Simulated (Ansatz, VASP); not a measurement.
## Cs: VASP beside Ansatz

File INCAR:

```
SYSTEM = Cs
  ALGO = Fast
  EDIFF = 1E-6
  ENCUT = 520
  GGA = PE
  ISIF = 2
  ISMEAR = -1
  LASPH = .True.
  LCHARG = .False.
  LREAL = .False.
  LWAVE = .False.
  NBANDS = 26
  NELM = 80
  PREC = Accurate
  SIGMA = 0.05
```

File KPOINTS:

```
k-points
0
Gamma
  6 6 2
  0 0 0
```

File POSCAR:

```
Cs
1.0
    5.5285523527      0.0000000000      0.0000000000
   -2.7642761764      4.7878667836      0.0000000000
    0.0000000000      0.0000000000     18.3972655509
Cs
4
Direct
    0.6666666667      0.3333333333      0.7500000000
    0.0000000000      0.0000000000      0.5000000000
    0.3333333333      0.6666666667      0.2500000000
    0.0000000000      0.0000000000      0.0000000000
```

input.yaml

```yaml
crystal:
  lattice:
    - [5.5285523527, 0.0, 0.0]
    - [-2.7642761764, 4.7878667836, 0.0]
    - [0.0, 0.0, 18.3972655509]
  atoms:
    - { symbol: Cs, position: [0.6666666667, 0.3333333333, 0.75] }
    - { symbol: Cs, position: [0.0, 0.0, 0.5] }
    - { symbol: Cs, position: [0.3333333333, 0.6666666667, 0.25] }
    - { symbol: Cs, position: [0.0, 0.0, 0.0] }
hamiltonian:
  xc: pbe
  pseudopotentials: { kind: paw }
kpoints:
  mp_grid: { grid: [6, 6, 2] }
scf:
  occupations: { method: fermi_dirac, width: 0.05 }
output:
  forces: true
  stress: true
  eigenvalues: true
  write_density: true
  write_potential: true
  elf: true
  volumetric_format: npy
```

Alike in both runs: task single point; functional PBE; k mesh 6 × 6 × 2; occupations fermi-dirac, width 0.05 eV; no spin polarisation.

|  | VASP | Ansatz |
| --- | --- | --- |
| version | VASP 6.6.1 | Ansatz 0.2.0 |
| potentials or method | VASP PAW PBE potentials, release 64 (Cs_sv) | Ansatz PAW |
| plane-wave cutoff (eV) | 520 | 420 |
| valence electrons in the cell | 36 | 36 |

|  | VASP | Ansatz | Ansatz less VASP |
| --- | --- | --- | --- |
| gap on the k mesh at the Fermi level (eV) | none | none | - |
| pressure (GPa) | -0.1 | -0.1 | +0.01 |
| traceless stress, the component that is largest in VASP (GPa) | -0.09 | -0.09 | 0.000 |

A gap of «none» marks a metal or a gap that the smearing closes.

Spin-orbit coupling is off throughout.
